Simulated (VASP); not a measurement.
# WSe2 (Amm2) in VASP: a series of runs

Runs on WSe2. Level: PBE+D3(BJ). Tasks: single point.

All numbers are computed with VASP 6.6.1; they aren't measurements. Logs are shortened: lines on timing, memory, paths and dates and some standing lists are left out, and cuts for length are marked.

## (1) The cell of the first run

It takes space group Amm2 (No. 38, orthorhombic). Conventional cell: a = 7.006 Å, b = 3.115 Å, c = 5.963 Å, α = 90.00°, β = 90.00°, γ = 90.00°. Within 3.4 Å of W (site symmetry mm2) lie 6 Se at 2.50 to 2.61 Å and 6 W at 3.12 to 3.36 Å. Within 3.4 Å of Se (site symmetry m) lie 3 W at 2.50 to 2.61 Å and 7 Se at 3.12 to 3.37 Å.

## (2) Single point, PBE+D3(BJ)

Input file INCAR:

```
PREC = Accurate
ENCUT = 520
EDIFF = 1E-6
ISMEAR = 0
SIGMA = 0.05
LREAL = False
LASPH = True
NELM = 60
ALGO = Normal
ISIF = 2
LWAVE = False
LCHARG = True
GGA = PE
IVDW = 12
LELF = True
LVHAR = True
NBANDS = 20
```

Input file KPOINTS:

```
Automatic mesh
0
Gamma
  9 9 4
```

Input file POSCAR:

```
WSe2
1.0
    3.1150362189      0.0000000000      0.0000000000
   -1.5575181095      2.9816689729      0.0000000000
    0.0000000000      0.0000000000      7.0056191088
W Se
1 2
Direct
    0.0000000000      0.0000000000      0.0000000000
    0.3333333333      0.6666666667      0.2405528385
    0.3333333333      0.6666666667      0.7594471615
```

Potentials or basis: VASP PAW PBE potentials, release 64 (W_sv, Se).

Run with:

```sh
$ cat potpaw_PBE.64/W_sv/POTCAR potpaw_PBE.64/Se/POTCAR > POTCAR
$ mpirun -np 1 vasp_std > vasp.out
```

OUTCAR:

```text
PREC = Accurate
   ENCUT = 520
   EDIFF = 1E-6
   ISMEAR = 0
   LREAL = False
   LASPH = True
   NELM = 60
   ISIF = 2
   GGA = PE
   IVDW = 12
 IVDW          = 12

 ion  position               nearest neighbor table
   1  0.000  0.000  0.000-   2 2.50   3 2.50   2 2.50   3 2.50   2 2.61   3 2.61
   2  0.333  0.667  0.241-   1 2.50   1 2.50   1 2.61
   3  0.333  0.667  0.759-   1 2.50   1 2.50   1 2.61

  LATTYP: Found a base centered orthorhombic cell.
 ALAT       =     3.1150362189
 B/A-ratio  =     1.9143719452
 C/A-ratio  =     2.2489687492

  Lattice vectors:

 A1 = (   1.5575181095,  -2.9816689729,   0.0000000000)
 A2 = (   1.5575181094,   2.9816689729,   0.0000000000)
 A3 = (   0.0000000000,   0.0000000000,   7.0056191088)

Analysis of symmetry for initial positions (statically):
=====================================================================
 Subroutine PRICEL returns:
 Original cell was already a primitive cell.

 Routine SETGRP: Setting up the symmetry group for a
 base centered orthorhombic supercell.

 Subroutine GETGRP returns: Found  4 space group operations
 (whereof  4 operations were pure point group operations)
 out of a pool of  8 trial point group operations.

The static configuration has the point symmetry C_2v.

Analysis of symmetry for dynamics (positions and initial velocities):
=====================================================================
 Subroutine PRICEL returns:
 Original cell was already a primitive cell.

 Routine SETGRP: Setting up the symmetry group for a
 base centered orthorhombic supercell.

 Subroutine GETGRP returns: Found  4 space group operations
 (whereof  4 operations were pure point group operations)
 out of a pool of  8 trial point group operations.

The dynamic configuration has the point symmetry C_2v.

 Subroutine INISYM returns: Found  4 space group operations
 (whereof  4 operations are pure point group operations),
 and found     1 'primitive' translations

----------------------------------------------------------------------------------------

                                     Primitive cell

  volume of cell :      65.0682

  direct lattice vectors                    reciprocal lattice vectors
     3.115036219  0.000000000  0.000000000     0.321023555  0.167691318  0.000000000
    -1.557518109  2.981668973  0.000000000     0.000000000  0.335382636  0.000000000
     0.000000000  0.000000000  7.005619109     0.000000000  0.000000000  0.142742559

  length of vectors
     3.115036219  3.363957866  7.005619109     0.362182966  0.335382636  0.142742559

  position of ions in fractional coordinates (direct lattice)
     0.000000000  0.000000000  0.000000000
     0.333333333  0.666666667  0.240552839
     0.333333333  0.666666667  0.759447161

  ion indices of the primitive-cell ions
   primitive index   ion index
                 1           1
                 2           2
                 3           3

----------------------------------------------------------------------------------------

 KPOINTS: Automatic mesh

Automatic generation of k-mesh.
 Grid dimensions read from file:
 generate k-points for:    9    9    4

 Generating k-lattice:

  Cartesian coordinates                     Fractional coordinates (reciprocal lattice)
     0.035669284  0.018632369  0.000000000     0.111111111  0.000000000  0.000000000
     0.000000000  0.037264737  0.000000000     0.000000000  0.111111111  0.000000000
     0.000000000  0.000000000  0.035685640     0.000000000  0.000000000  0.250000000

  Length of vectors
     0.040242552  0.037264737  0.035685640

  Shift w.r.t. Gamma in fractional coordinates (k-lattice)
     0.000000000  0.000000000  0.000000000

 Subroutine IBZKPT returns following result:
 ===========================================

 Found     75 irreducible k-points:

 Following reciprocal coordinates:
            Coordinates               Weight
  0.000000  0.000000  0.000000      1.000000
  0.111111  0.000000  0.000000      4.000000
  0.222222 -0.000000  0.000000      4.000000
  0.333333  0.000000  0.000000      4.000000
  0.444444 -0.000000  0.000000      4.000000
  0.000000  0.111111  0.000000      2.000000
[... 16 lines left out ...]
  0.333333  0.333333  0.000000      2.000000
  0.000000  0.444444  0.000000      2.000000
 [... further k-points ...]
   k-points           NKPTS =     75   k-points in BZ     NKDIM =     75   number of bands    NBANDS=     20
   number of dos      NEDOS =    301   number of ions     NIONS =      3
   total plane-waves  NPLWV =  36288
   dimension x,y,z NGX =    24 NGY =   28 NGZ =   54
   dimension x,y,z NGXF=    48 NGYF=   56 NGZF=  108
   ions per type =               1   2
   NGX,Y,Z   is equivalent  to a cutoff of  12.81, 13.84, 12.81 a.u.
   NGXF,Y,Z  is equivalent  to a cutoff of  25.62, 27.68, 25.63 a.u.
 SYSTEM =  unknown system
   PREC   = accura    normal or accurate (medium, high low for compatibility)
   ISTART =      0    job   : 0-new  1-cont  2-samecut
   ICHARG =      2    charge: 1-file 2-atom 10-const
   ISPIN  =      1    spin polarized calculation?
   LNONCOLLINEAR =      F non collinear calculations
   LSORBIT =      F    spin-orbit coupling
   LASPH  =      T    aspherical Exc in radial PAW
   ENCUT  =  520.0 eV  38.22 Ry    6.18 a.u.   5.79  6.25 13.03*2*pi/ulx,y,z
   NELM   =     60;   NELMIN=  2; NELMDL= -5     # of ELM steps
   EDIFF  = 0.1E-05   stopping-criterion for ELM
   LREAL  =      F    real-space projection
   EDIFFG = 0.1E-04   stopping-criterion for IOM
   NSW    =      0    number of steps for IOM
   IBRION =     -1    ionic relax: 0-MD 1-quasi-New 2-CG
   NFREE  =      0    steps in history (QN), initial steepest desc. (CG)
   ISIF   =      2    stress and relaxation
   ISYM   =      2    0-nonsym 1-usesym 2-fastsym
   POTIM  = 0.5000    time-step for ionic-motion
   TEBEG  =    0.0;   TEEND  =   0.0 temperature during run
   PSTRESS=    0.0 pullay stress
   NELECT =      26.0000    total number of electrons
   NUPDOWN=      -1.0000    fix difference up-down
   EMIN   =  10.00;   EMAX   =-10.00  energy-range for DOS
   EFERMI =   0.00;   METHOD = LEGACY
   ISMEAR =     0;   SIGMA  =   0.05  broadening in eV -4-tet -1-fermi 0-gaus
   EFERMI_NEDOS =   21; number of points for ismear=-14 and -15
   IALGO  =     38    algorithm
   IMIX   =      4    mixing-type and parameters
     AMIX     =   0.40;   BMIX     =  1.00
     AMIX_MAG =   1.60;   BMIX_MAG =  1.00
  volume/ion in A,a.u.               =      21.69       146.37
  Fermi-wavevector in a.u.,A,eV,Ry     =   1.205803  2.278637 19.782330  1.453960
  Thomas-Fermi vector in A             =   2.341488
   LORBIT       =      0    0 simple, 1 ext, 2 COOP (PROOUT), +10 PAW based schemes
   GGA     = PE    functional components
   LHFCALC =     F    Hartree Fock is set to
   AEXX    =    0.0000 exact exchange contribution
   IVDW    =    12    specifies the selected vdW correction
   LEPSILON=     F    determine dielectric tensor
   LRPA    =     F    only Hartree local field effects (RPA)
 non-spin polarized calculation
 Gauss-broadening in eV      SIGMA  =   0.05
  energy-cutoff  :      520.00
  volume of cell :       65.07
 maximum number of plane-waves:      1779
   NGX = 11   NGY = 13   NGZ = 27

 number of electron      26.0000004 magnetization

 Free energy of the ion-electron system (eV)
  ---------------------------------------------------
  ext. energy  EPLUGINS =         0.00000000
  ---------------------------------------------------
  free energy    TOTEN  =       -21.37671070 eV

  energy without entropy =      -21.37671070  energy(sigma->0) =      -21.37671070

 E-fermi :   5.7276     XC(G=0): -10.2327

 val. band max:        5.3605060999   @ k =   0.3333   0.3333   0.5000
 cond. band min:       6.6272382527   @ k =   0.0000   0.2222   0.0000
 fundamental gap:      1.2667321528
 Fermi energy:         5.7276186260

 k-point     1 :       0.0000    0.0000    0.0000
  band No.  band energies     occupation
      1     -68.7242      2.00000
      2     -32.9995      2.00000
      3     -32.9235      2.00000
      4     -32.7290      2.00000
      5      -9.6621      2.00000
      6      -8.2899      2.00000
[... 12 lines left out ...]
     19      12.9291      0.00000
     20      13.8452      0.00000

 k-point     2 :       0.1111    0.0000    0.0000
  band No.  band energies     occupation
      1     -68.7224      2.00000
      2     -32.9930      2.00000
      3     -32.9317      2.00000
      4     -32.7638      2.00000
      5      -9.4603      2.00000
      6      -8.1824      2.00000
[... 12 lines left out ...]
     19      13.3287      0.00000
     20      14.8288      0.00000

 k-point     3 :       0.2222   -0.0000    0.0000
  band No.  band energies     occupation
      1     -68.7180      2.00000
      2     -32.9764      2.00000
      3     -32.9569      2.00000
      4     -32.8464      2.00000
      5      -8.9012      2.00000
      6      -7.8851      2.00000
[... 12 lines left out ...]
     19      13.8476      0.00000
     20      14.5308      0.00000

 k-point     4 :       0.3333    0.0000    0.0000
  band No.  band energies     occupation
      1     -68.7130      2.00000
      2     -33.0070      2.00000
      3     -32.9575      2.00000
      4     -32.9170      2.00000
      5      -8.1409      2.00000
      6      -7.4884      2.00000
[... 429 lines left out ...]
 k-point    23 :       0.3333    0.3333    0.0000
  band No.  band energies     occupation
      1     -68.7103      2.00000
      2     -33.0478      2.00000
      3     -32.9613      2.00000
      4     -32.9440      2.00000
      5      -7.2896      2.00000
      6      -7.0982      2.00000
[... 12 lines left out ...]
     19      11.3052      0.00000
     20      14.6960      0.00000

 k-point    24 :       0.0000    0.4444    0.0000
  band No.  band energies     occupation
      1     -68.7170      2.00000
      2     -33.1105      2.00000
      3     -32.9646      2.00000
      4     -32.7628      2.00000
      5      -7.9801      2.00000
      6      -7.5825      2.00000
[... 12 lines left out ...]
     19      11.9806      0.00000
     20      13.5145      0.00000

 [... further k-points ...]

------------------------ aborting loop because EDIFF is reached ----------------------------------------

 Edisp (eV)   -1.29921

 E8    (eV) :    -0.5793

  FORCE on cell =-STRESS in cart. coord.  units (eV):
  Direction    XX          YY          ZZ          XY          YZ          ZX
  --------------------------------------------------------------------------------------
  -------------------------------------------------------------------------------------
  Total       4.31560    -2.76795     0.22485     0.00000     0.00000     0.00000
  in kB     106.26312   -68.15523     5.53658     0.00000     0.00000     0.00000
  external pressure =       14.55 kB  Pullay stress =        0.00 kB

 VOLUME and BASIS-vectors are now :
 -----------------------------------------------------------------------------
  energy-cutoff  :      520.00
  volume of cell :       65.07
      direct lattice vectors                 reciprocal lattice vectors
     3.115036219  0.000000000  0.000000000     0.321023555  0.167691318  0.000000000
    -1.557518109  2.981668973  0.000000000     0.000000000  0.335382636  0.000000000
     0.000000000  0.000000000  7.005619109     0.000000000  0.000000000  0.142742559

 POSITION                                       TOTAL-FORCE (eV/Angst)
 -----------------------------------------------------------------------------------
      0.00000      0.00000      0.00000        -0.000000      0.626091      0.000000
     -0.00000      1.98778      1.68522         0.000000     -0.313045      0.073580
     -0.00000      1.98778      5.32040         0.000000     -0.313045     -0.073580
 -----------------------------------------------------------------------------------
    total drift:                                0.000001      0.000317     -0.000000

  FREE ENERGIE OF THE ION-ELECTRON SYSTEM (eV)
  ---------------------------------------------------
  free  energy   TOTEN  =       -22.6759171678 eV

  energy  without entropy=      -22.6759171678  energy(sigma->0) =      -22.67591717
```

Run time: 2.3 min. Hardware: 1 thread of Intel Xeon 8259CL, shared host; peak memory 0.26 GiB.

Results:

```yaml
Free_energy: -22.6759 eV
Pressure: 1.5 GPa
Largest_force: 0.626 eV/Å
Band_gap_on_the_k_mesh: 1.27 eV (least direct gap 1.59 eV)
Dispersion_energy_per_atom: -0.433 eV
```

Forces in eV/Å, atoms in the order of the input:
```
W    0.000  0.626  0.000
Se   0.000 -0.313  0.074
Se   0.000 -0.313 -0.074
```

Caveat: the cell differs from its parent crystal (strain +e along x and -e along y -0.0500, strain +e along z and -e/2 along x and y +0.0000); the stress differs along the axes, from -7 to 11 GPa; spin-orbit coupling is left out, which moves the levels of the heavy elements.

## (3) Single point, PBE+D3(BJ)

This run uses another cell than the first one, of the same volume but with other edges.

Input file INCAR:

```
PREC = Accurate
ENCUT = 520
EDIFF = 1E-7
ISMEAR = 0
SIGMA = 0.05
LREAL = False
LASPH = True
NELM = 60
ALGO = Normal
ISIF = 2
LWAVE = False
LCHARG = False
GGA = PE
IVDW = 12
NBANDS = 20
```

KPOINTS is that of step 2.

Input file POSCAR:

```
WSe2
1.0
    3.4429347683      0.0000000000      0.0000000000
   -1.7214673841      2.6977004993      0.0000000000
    0.0000000000      0.0000000000      7.0056191088
W Se
1 2
Direct
    0.0000000000      0.0000000000      0.0000000000
    0.3333333333      0.6666666667      0.2405528385
    0.3333333333      0.6666666667      0.7594471615
```

Potentials or basis: VASP PAW PBE potentials, release 64 (W_sv, Se).

Run with:

```sh
$ cat potpaw_PBE.64/W_sv/POTCAR potpaw_PBE.64/Se/POTCAR > POTCAR
$ mpirun -np 1 vasp_std > vasp.out
```

Run time: 2.7 min. Hardware: 1 thread of Intel Xeon 8259CL, shared host; peak memory 0.25 GiB.

Results (log left out):

```
Free energy                : -22.6894 eV
Pressure                   : 1.4 GPa
Largest force              : 0.881 eV/Å
Band gap on the k mesh     : 1.30 eV (least direct gap 1.61 eV)
Dispersion energy per atom : -0.433 eV
```

Forces on the atoms (eV/Å):
```
W    0.000 -0.881  0.000
Se   0.000  0.440  0.082
Se   0.000  0.440 -0.082
```

Stress tensor (GPa, compression positive):
```
-5.94  0.00  0.00
 0.00  9.45  0.00
 0.00  0.00  0.65
```

Levels at points of the mesh, in eV from the valence-band top:
```
           k point  band 11  band 12  band 13  band 14  band 15  band 16
(0.00, 0.00, 0.00)    -1.37    -0.93    -0.93     2.55     2.64     3.39
(0.00, 0.00, 0.50)    -1.39    -1.05    -0.05     2.46     2.77     3.29
```

Caveat: the cell differs from its parent crystal (strain +e along x and -e along y +0.0500, strain +e along z and -e/2 along x and y +0.0000); the stress differs along the axes, from -6 to 9 GPa; spin-orbit coupling is left out, which moves the levels of the heavy elements. A k mesh can miss the band edges.

[end of part 1 of 2]
